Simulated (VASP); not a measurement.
# SrO (Fm-3m) in VASP: single point with HSE06

Aim: the single point of SrO with HSE06.

Program: VASP 6.6.1. These are calculated values, not measurements. Logs are shortened: lines on timing, memory, paths and dates and some standing lists are left out, and cuts for length are marked.

## (1) The cell of the first run

It takes space group Fm-3m (No. 225, cubic). Conventional cell: a = 5.160 Å, b = 5.160 Å, c = 5.160 Å, α = 90.00°, β = 90.00°, γ = 90.00°. Sr (site symmetry m-3m) has 6 O at 2.58 Å within 3.4 Å. Within 3.4 Å of O (site symmetry m-3m) lie 6 Sr at 2.58 Å.

## (2) Single point, HSE06

Contents of POSCAR:

```
SrO
1.0
    0.0000000000      2.5798923265      2.5798923265
    2.5798923265      0.0000000000      2.5798923265
    2.5798923265      2.5798923265      0.0000000000
Sr O
1 1
Direct
    0.0000000000      0.0000000000      0.0000000000
    0.5000000000      0.5000000000      0.5000000000
```

Contents of INCAR.step1:

```
PREC = Accurate
ENCUT = 520
EDIFF = 1E-5
ISMEAR = 0
SIGMA = 0.01
LREAL = False
LASPH = True
NELM = 60
ALGO = Normal
ISIF = 2
LWAVE = True
LCHARG = False
GGA = PE
NBANDS = 15
```

Contents of INCAR.step2:

```
PREC = Accurate
ENCUT = 520
EDIFF = 1E-6
ISMEAR = 0
SIGMA = 0.01
LREAL = False
LASPH = True
NELM = 60
ALGO = Normal
ISIF = 2
LWAVE = False
LCHARG = False
GGA = PE
LHFCALC = True
HFSCREEN = 0.2079
PRECFOCK = Normal
ISTART = 1
NBANDS = 15
```

Contents of KPOINTS:

```
regular mesh
0
Gamma
  6 6 6
```

Potentials or basis: VASP PAW PBE potentials, release 64 (Sr_sv, O).

Command:

```bash
$ cat potpaw_PBE.64/Sr_sv/POTCAR potpaw_PBE.64/O/POTCAR > POTCAR
$ cp INCAR.step1 INCAR
$ mpirun -np 1 vasp_std > vasp.out
$ cp INCAR.step2 INCAR
$ mpirun -np 1 vasp_std > vasp.out
```

OUTCAR:

```text
PREC = Accurate
   ENCUT = 520
   EDIFF = 1E-6
   ISMEAR = 0
   LREAL = False
   LASPH = True
   NELM = 60
   ISIF = 2
   GGA = PE
   LHFCALC = True
   HFSCREEN = 0.2079
   PRECFOCK = Normal
   ISTART = 1

 ion  position               nearest neighbor table
   1  0.000  0.000  0.000-   2 2.58   2 2.58   2 2.58   2 2.58   2 2.58   2 2.58
   2  0.500  0.500  0.500-   1 2.58   1 2.58   1 2.58   1 2.58   1 2.58   1 2.58

  LATTYP: Found a face centered cubic cell.
 ALAT       =     5.1597846530

  Lattice vectors:

 A1 = (   0.0000000000,   2.5798923265,   2.5798923265)
 A2 = (   2.5798923265,   0.0000000000,   2.5798923265)
 A3 = (   2.5798923265,   2.5798923265,   0.0000000000)

Analysis of symmetry for initial positions (statically):
=====================================================================
 Subroutine PRICEL returns:
 Original cell was already a primitive cell.

 Routine SETGRP: Setting up the symmetry group for a
 face centered cubic supercell.

 Subroutine GETGRP returns: Found 48 space group operations
 (whereof 48 operations were pure point group operations)
 out of a pool of 48 trial point group operations.

The static configuration has the point symmetry O_h .

Analysis of symmetry for dynamics (positions and initial velocities):
=====================================================================
 Subroutine PRICEL returns:
 Original cell was already a primitive cell.

 Routine SETGRP: Setting up the symmetry group for a
 face centered cubic supercell.

 Subroutine GETGRP returns: Found 48 space group operations
 (whereof 48 operations were pure point group operations)
 out of a pool of 48 trial point group operations.

The dynamic configuration has the point symmetry O_h .

 Subroutine INISYM returns: Found 48 space group operations
 (whereof 48 operations are pure point group operations),
 and found     1 'primitive' translations

----------------------------------------------------------------------------------------

                                     Primitive cell

  volume of cell :      34.3427

  direct lattice vectors                    reciprocal lattice vectors
     0.000000000  2.579892326  2.579892326    -0.193806538  0.193806538  0.193806538
     2.579892326  0.000000000  2.579892326     0.193806538 -0.193806538  0.193806538
     2.579892326  2.579892326  0.000000000     0.193806538  0.193806538 -0.193806538

  length of vectors
     3.648518718  3.648518718  3.648518718     0.335682771  0.335682771  0.335682771

  position of ions in fractional coordinates (direct lattice)
     0.000000000  0.000000000  0.000000000
     0.500000000  0.500000000  0.500000000

  ion indices of the primitive-cell ions
   primitive index   ion index
                 1           1
                 2           2

----------------------------------------------------------------------------------------

 KPOINTS: regular mesh

Automatic generation of k-mesh.
 Grid dimensions read from file:
 generate k-points for:    6    6    6

 Generating k-lattice:

  Cartesian coordinates                     Fractional coordinates (reciprocal lattice)
    -0.032301090  0.032301090  0.032301090     0.166666667  0.000000000  0.000000000
     0.032301090 -0.032301090  0.032301090     0.000000000  0.166666667  0.000000000
     0.032301090  0.032301090 -0.032301090     0.000000000  0.000000000  0.166666667

  Length of vectors
     0.055947128  0.055947128  0.055947128

  Shift w.r.t. Gamma in fractional coordinates (k-lattice)
     0.000000000  0.000000000  0.000000000

 Subroutine IBZKPT returns following result:
 ===========================================

 Found     16 irreducible k-points:

 Following reciprocal coordinates:
            Coordinates               Weight
  0.000000  0.000000  0.000000      1.000000
  0.166667  0.000000  0.000000      8.000000
  0.333333  0.000000  0.000000      8.000000
  0.500000  0.000000  0.000000      4.000000
  0.166667  0.166667  0.000000      6.000000
  0.333333  0.166667  0.000000     24.000000
[... 8 lines left out ...]
 -0.333333  0.333333  0.166667     24.000000
 -0.333333  0.500000  0.166667     12.000000
   k-points           NKPTS =     16   k-points in BZ     NKDIM =    216   number of bands    NBANDS=     15
   number of dos      NEDOS =    301   number of ions     NIONS =      2
   total plane-waves  NPLWV =  21952
   dimension x,y,z NGX =    28 NGY =   28 NGZ =   28
   dimension x,y,z NGXF=    56 NGYF=   56 NGZF=   56
   ions per type =               1   1
   NGX,Y,Z   is equivalent  to a cutoff of  12.76, 12.76, 12.76 a.u.
   NGXF,Y,Z  is equivalent  to a cutoff of  25.52, 25.52, 25.52 a.u.
 SYSTEM =  unknown system
   PREC   = accura    normal or accurate (medium, high low for compatibility)
   ISTART =      1    job   : 0-new  1-cont  2-samecut
   ICHARG =      0    charge: 1-file 2-atom 10-const
   ISPIN  =      1    spin polarized calculation?
   LNONCOLLINEAR =      F non collinear calculations
   LSORBIT =      F    spin-orbit coupling
   LASPH  =      T    aspherical Exc in radial PAW
   ENCUT  =  520.0 eV  38.22 Ry    6.18 a.u.   6.78  6.78  6.78*2*pi/ulx,y,z
   NELM   =     60;   NELMIN=  2; NELMDL=  0     # of ELM steps
   EDIFF  = 0.1E-05   stopping-criterion for ELM
   LREAL  =      F    real-space projection
   EDIFFG = 0.1E-04   stopping-criterion for IOM
   NSW    =      0    number of steps for IOM
   IBRION =     -1    ionic relax: 0-MD 1-quasi-New 2-CG
   NFREE  =      0    steps in history (QN), initial steepest desc. (CG)
   ISIF   =      2    stress and relaxation
   ISYM   =      3    0-nonsym 1-usesym 2-fastsym
   POTIM  = 0.5000    time-step for ionic-motion
   TEBEG  =    0.0;   TEEND  =   0.0 temperature during run
   PSTRESS=    0.0 pullay stress
   NELECT =      16.0000    total number of electrons
   NUPDOWN=      -1.0000    fix difference up-down
   EMIN   =  10.00;   EMAX   =-10.00  energy-range for DOS
   EFERMI =   0.00;   METHOD = LEGACY
   ISMEAR =     0;   SIGMA  =   0.01  broadening in eV -4-tet -1-fermi 0-gaus
   EFERMI_NEDOS =   21; number of points for ismear=-14 and -15
   IALGO  =     38    algorithm
   IMIX   =      1    mixing-type and parameters
     AMIX     =   0.40;   BMIX     =  1.00
     AMIX_MAG =   1.60;   BMIX_MAG =  1.00
  volume/ion in A,a.u.               =      17.17       115.88
  Fermi-wavevector in a.u.,A,eV,Ry     =   1.269122  2.398292 21.914492  1.610670
  Thomas-Fermi vector in A             =   2.402180
   LORBIT       =      0    0 simple, 1 ext, 2 COOP (PROOUT), +10 PAW based schemes
   GGA     = PE    functional components
   LHFCALC =     T    Hartree Fock is set to
   PRECFOCK=normal    Normal, Fast or Accurate (Low or Medium for compatibility)
   ENCUT4O =  -1.0   cutoff for four orbital integrals eV
   NKREDX  =     1    reduce k-point grid by
   NKREDY  =     1    reduce k-point grid by
   NKREDZ  =     1    reduce k-point grid by
   AEXX    =    0.2500 exact exchange contribution
   HFSCREEN=    0.2079 screening length (either q_TF or 0.3 A-1)
   HFSCREENC=   0.2079 screening length for correlation (either q_TF or 0.3 A-1)
   ENCUTFOCK=  -1.0 apply spherical cutoff to Coloumb kernel
   IVDW    =     0    specifies the selected vdW correction
   LEPSILON=     F    determine dielectric tensor
   LRPA    =     F    only Hartree local field effects (RPA)
 non-spin polarized calculation
 Gauss-broadening in eV      SIGMA  =   0.01
  energy-cutoff  :      520.00
  volume of cell :       34.34
 maximum number of plane-waves:       941
  NGX = 24; NGY = 24; NGZ = 24

 number of electron      15.9999998 magnetization

 Free energy of the ion-electron system (eV)
  ---------------------------------------------------
  ext. energy  EPLUGINS =         0.00000000
  ---------------------------------------------------
  free energy    TOTEN  =       -14.18358265 eV

  energy without entropy =      -14.18358265  energy(sigma->0) =      -14.18358265

 E-fermi :   0.7195     XC(G=0):  -8.2263

 val. band max:        0.5513134299   @ k =   0.0000   0.0000   0.0000
 cond. band min:       5.2950838069   @ k =   0.5000   0.5000   0.0000
 fundamental gap:      4.7437703770
 Fermi energy:         0.7195222762

 k-point     1 :       0.0000    0.0000    0.0000
  band No.  band energies     occupation
      1     -33.8159      2.00000
      2     -15.9983      2.00000
      3     -14.1761      2.00000
      4     -14.1761      2.00000
      5     -14.1761      2.00000
      6       0.5513      2.00000
      7       0.5513      2.00000
      8       0.5513      2.00000
      9       5.9392      0.00000
     10       8.3967      0.00000
     11       8.3967      0.00000
     12       8.3967      0.00000
     13      10.6240      0.00000
     14      10.6240      0.00000
     15      14.7799      0.00000

 k-point     2 :       0.1667    0.0000    0.0000
  band No.  band energies     occupation
      1     -33.7809      2.00000
      2     -16.4240      2.00000
      3     -14.1950      2.00000
      4     -14.1950      2.00000
      5     -13.8280      2.00000
      6      -0.1664      2.00000
      7       0.2174      2.00000
      8       0.2174      2.00000
      9       7.1069      0.00000
     10       8.1637      0.00000
     11       8.9549      0.00000
     12       8.9549      0.00000
     13      11.3586      0.00000
     14      11.3586      0.00000
     15      16.5064      0.00000
[... 221 lines left out ...]
      3     -14.7199      2.00000
      4     -14.5889      2.00000
      5     -13.6587      2.00000
      6      -0.8364      2.00000
      7      -0.1614      2.00000
      8      -0.0961      2.00000
      9       8.3581      0.00000
     10       8.4708      0.00000
     11      11.2659      0.00000
     12      12.4865      0.00000
     13      13.9239      0.00000
     14      15.3115      0.00000
     15      16.0643      0.00000

 k-point    16 :      -0.3333    0.5000    0.1667
  band No.  band energies     occupation
      1     -33.6318      2.00000
      2     -16.4083      2.00000
      3     -15.0157      2.00000
      4     -14.7111      2.00000
      5     -13.9144      2.00000
      6      -0.3800      2.00000
      7       0.0374      2.00000
      8       0.1953      2.00000
      9       6.7158      0.00000
     10       9.7902      0.00000
     11      10.7249      0.00000
     12      13.4290      0.00000
     13      13.5462      0.00000
     14      15.2670      0.00000
     15      15.8641      0.00000

------------------------ aborting loop because EDIFF is reached ----------------------------------------

  FORCE on cell =-STRESS in cart. coord.  units (eV):
  Direction    XX          YY          ZZ          XY          YZ          ZX
  --------------------------------------------------------------------------------------
  -------------------------------------------------------------------------------------
  Total        0.0418311      0.0418311      0.0418311      0.0000000      0.0000000     -0.0000000
  in kB        1.9515290      1.9515290      1.9515290      0.0000000      0.0000000     -0.0000000
  external PRESSURE =       1.9515290 kB  Pullay stress =       0.0000000 kB

 VOLUME and BASIS-vectors are now :
 -----------------------------------------------------------------------------
  energy-cutoff  :      520.00
  volume of cell :       34.34
      direct lattice vectors                 reciprocal lattice vectors
     0.000000000  2.579892326  2.579892326    -0.193806538  0.193806538  0.193806538
     2.579892326  0.000000000  2.579892326     0.193806538 -0.193806538  0.193806538
     2.579892326  2.579892326  0.000000000     0.193806538  0.193806538 -0.193806538

 POSITION                                       TOTAL-FORCE (eV/Angst)
 -----------------------------------------------------------------------------------
      0.00000      0.00000      0.00000         0.000000     -0.000000      0.000000
      2.57989      2.57989      2.57989        -0.000000      0.000000     -0.000000
 -----------------------------------------------------------------------------------
    total drift:                                0.000000      0.000000      0.000000

  FREE ENERGIE OF THE ION-ELECTRON SYSTEM (eV)
  ---------------------------------------------------
  free  energy   TOTEN  =       -14.1835826451 eV

  energy  without entropy=      -14.1835826451  energy(sigma->0) =      -14.18358265
```

Run time: 67 min. Hardware: 1 thread of Intel Xeon 8259CL, shared host; peak memory 0.28 GiB.

What came out:

```
Free energy            : -14.1836 eV
Pressure               : 0.2 GPa
Band gap on the k mesh : 4.74 eV (least direct gap 4.85 eV)
```

Caveat: the PAW data sets were made with another functional, which shifts forces and pressure a little. A k mesh can miss the band edges.
